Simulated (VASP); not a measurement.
# H4C in VASP: further runs, part 3 of 3

VASP 6.6.1. Earlier steps stand in the parts before.

## (5) Relaxation of the atoms, PBE

INCAR

```
ALGO = Normal
EDIFF = 1E-6
EDIFFG = -0.3
ENCUT = 520
GGA = PE
IBRION = 2
ISIF = 2
ISMEAR = -1
LASPH = True
LCHARG = False
LREAL = Auto
LWAVE = False
NELM = 60
NSW = 35
PREC = Accurate
SIGMA = 0.02
```

KPOINTS

```
k-points
0
Gamma
  1 1 1
```

POSCAR

```
H4C
1.0
    7.6834750000      0.0000000000      0.0000000000
    0.0000000000      7.6834750000      0.0000000000
    0.0000000000      0.0000000000      7.6834750000
C H
8 32
Direct
    0.2261333000      0.1813779000      0.3494423000
    0.1715192000      0.0075389000      0.7063769000
    0.8471027000      0.6127646000      0.0500330000
    0.6677150000      0.3729838000      0.2922638000
    0.3136048000      0.7486902000      0.2049156000
    0.9019711000      0.7164486000      0.4485996000
    0.2832794000      0.4906046000      0.6034956000
    0.5670032000      0.0429710000      0.5423687000
    0.3554810000      0.2369567000      0.3323296000
    0.1980786000      0.1686675000      0.4878766000
    0.2211424000      0.0535305000      0.2882636000
    0.1298312000      0.2663568000      0.2892994000
    0.1085693000      0.0226639000      0.8325563000
    0.2235932000     -0.1238804000      0.6949768000
    0.2771654000      0.1014278000      0.6946961000
    0.0767489000      0.0299442000      0.6032785000
    0.8150580000      0.6950401000      0.1610130000
    0.7378720000      0.5268374000      0.0217865000
    0.9617821000      0.5350370000      0.0803602000
    0.8736987000      0.6941440000     -0.0630278000
    0.5950733000      0.4732617000      0.2231249000
    0.7291722000      0.4296390000      0.4068322000
    0.7673833000      0.3193914000      0.2067841000
    0.5792314000      0.2696431000      0.3323143000
    0.4514961000      0.7744605000      0.1840688000
    0.2804681000      0.7752969000      0.3402180000
    0.2859068000      0.6127902000      0.1753064000
    0.2365483000      0.8322132000      0.1200693000
    0.9967276000      0.6961268000      0.3450578000
    0.9202098000      0.8454035000      0.5047304000
    0.9200438000      0.6181207000      0.5491864000
    0.7709030000      0.7061433000      0.3954240000
    0.2352795000      0.4193977000      0.4906316000
    0.1768181000      0.5637871000      0.6620020000
    0.3855078000      0.5801399000      0.5629312000
    0.3355123000      0.3990937000      0.6984175000
    0.5930052000      0.1814533000      0.5262678000
    0.5387274000      0.0157120000      0.6786408000
    0.6806984000     -0.0314981000      0.5018662000
    0.4555820000      0.0062169000      0.4626998000
```

The run is started by

```console
$ cat potpaw_PBE.64/C/POTCAR potpaw_PBE.64/H/POTCAR > POTCAR
$ mpirun -np 1 vasp_gam > vasp.out
```

It took 17 min on 1 thread of Intel Xeon 8259CL, shared host; peak memory 0.5 GiB.

It converged, with:

```yaml
Free_energy: -191.6696 eV
Energy_gained_by_relaxing: 29.3 meV/atom
Ionic_steps: 20
Pressure_after_relaxing: 1.1 GPa
Largest_force_after_relaxing: 0.214 eV/Å
Band_gap_on_the_k_mesh: 7.17 eV
```

Forces on the atoms (eV/Å):
```
C    0.120  0.070 -0.039
C   -0.104 -0.015  0.137
C   -0.063 -0.085 -0.033
C   -0.047  0.104 -0.041
C    0.054 -0.073 -0.062
C    0.067 -0.012  0.041
C   -0.093  0.086 -0.078
C    0.054  0.056  0.135
H   -0.092 -0.018 -0.125
H   -0.117 -0.016  0.178
H   -0.100 -0.048 -0.149
H   -0.130  0.016 -0.105
H    0.073  0.017 -0.111
H   -0.032  0.085  0.068
H    0.007  0.016  0.144
H   -0.011  0.038  0.106
H   -0.005  0.067 -0.038
H    0.067  0.051 -0.118
H   -0.006  0.037 -0.088
H    0.056  0.034 -0.080
H    0.043 -0.075  0.059
H    0.034 -0.005 -0.022
H    0.055 -0.014 -0.019
H   -0.013 -0.100 -0.044
H   -0.141 -0.018 -0.014
H    0.055 -0.042 -0.127
H    0.056  0.159  0.006
H    0.100 -0.120  0.022
H   -0.004 -0.038  0.025
H    0.002 -0.099 -0.038
H   -0.034  0.008 -0.033
H   -0.024 -0.010  0.004
H    0.049  0.077  0.089
H    0.137 -0.065  0.041
H    0.013 -0.018  0.095
H    0.070  0.000  0.077
H   -0.021  0.022  0.130
H    0.021 -0.057 -0.003
H   -0.051  0.041  0.009
H   -0.043 -0.057 -0.003
```

Stress tensor (GPa, compression positive):
```
 1.02  0.16 -0.01
 0.16  1.27  0.01
-0.01  0.01  1.10
```

The path:
```csv
step,energy change (eV),largest force (eV/Å),pressure (GPa)
1,0.0000,0.7256,2.67
2,-0.0845,1.0988,2.40
3,-0.0846,1.1389,2.40
4,-0.1326,0.9178,2.30
5,-0.2402,0.5103,2.00
6,-0.3014,0.9219,1.43
7,-0.3705,0.7504,1.43
8,-0.4793,1.0088,1.44
9,-0.5941,0.6687,1.64
10,-0.6621,1.5215,1.96
11,-0.7348,1.3481,1.98
12,-0.8955,0.7908,2.05
13,-0.9514,0.9726,2.09
14,-0.9729,0.8324,2.09
15,-1.0361,0.5048,1.68
16,-1.0583,0.5306,1.27
17,-1.0850,0.3358,1.12
18,-1.0886,0.4583,1.05
19,-1.1180,0.3509,1.08
20,-1.1717,0.2138,1.13
```

Final structure:
```
C H
1.0
     7.68347    0.00000    0.00000
     0.00000    7.68347    0.00000
     0.00000    0.00000    7.68347
C H
8 32
Direct
  0.20748 0.18856 0.30694
  0.15821 0.99663 0.74425
  0.85296 0.62303 0.00899
  0.66718 0.36758 0.28744
  0.31906 0.74388 0.19558
  0.90376 0.71875 0.46719
  0.29151 0.50711 0.62091
  0.57830 0.02737 0.56538
  0.33635 0.24369 0.28267
  0.18837 0.18433 0.44686
  0.20182 0.05659 0.25607
  0.10808 0.27091 0.24790
  0.09604 0.00238 0.87296
  0.21576 0.86776 0.72342
  0.25956 0.09587 0.73313
  0.06056 0.02029 0.64331
  0.80567 0.70319 0.11644
  0.74689 0.53775 0.96641
  0.96119 0.54291 0.05629
  0.89570 0.70583 0.90179
  0.59402 0.47274 0.22452
  0.72426 0.41539 0.40877
  0.76989 0.32258 0.20013
  0.57987 0.26031 0.31713
  0.45730 0.77430 0.17423
  0.28543 0.77023 0.33195
  0.29487 0.60580 0.16659
  0.23846 0.82548 0.11023
  0.99773 0.69425 0.36334
  0.92841 0.84725 0.52314
  0.91831 0.62029 0.56918
  0.77195 0.71407 0.41433
  0.23660 0.44718 0.50391
  0.18808 0.57939 0.68788
  0.39589 0.59635 0.58214
  0.34281 0.40518 0.70579
  0.59536 0.16848 0.56856
  0.55273 0.97918 0.69709
  0.69661 0.96783 0.51418
  0.46859 0.99625 0.48048
```

Levels at points of the mesh, in eV from the valence-band top:
```
           k point  band 28  band 29  band 30  band 31  band 32  band 33  band 34  band 35  band 36  band 37
(0.00, 0.00, 0.00)    -0.27    -0.22    -0.15    -0.11     0.00     7.17     9.20     9.30     9.42     9.56
```

Caveat: the k points lie up to 0.82 Å⁻¹ apart; the relaxation stopped at a loose force limit of 0.3 eV/Å, so its end isn't a converged minimum.

## (6) Summary

```tsv
task	cell	gap on the mesh (eV)	pressure (GPa)	largest force (eV/Å)
single point	as given, atomic positions A	6.01	-0.1	4.82
single point	as given, atomic positions B	6.57	-0.2	3.73
single point	as given, atomic positions C	6.71	-0.9	6.83
relaxation of the atoms	atoms relaxed, atomic positions D	7.17	1.1	0.21
```

Alike in all rows: level PBE; potentials or basis VASP PAW PBE potentials, release 64 (C, H); no spin polarisation; k mesh 1 × 1 × 1; cutoff (eV) 520; smearing fermi-dirac 0.02 eV.

Caveats: all runs use coarse meshes; the atoms stand as in a frame of molecular dynamics (at least some runs); the relaxation stopped at a loose force limit of 0.3 eV/Å, so its end isn't a converged minimum (at least some runs).

Absolute energies hang on the potentials; compare differences alone.
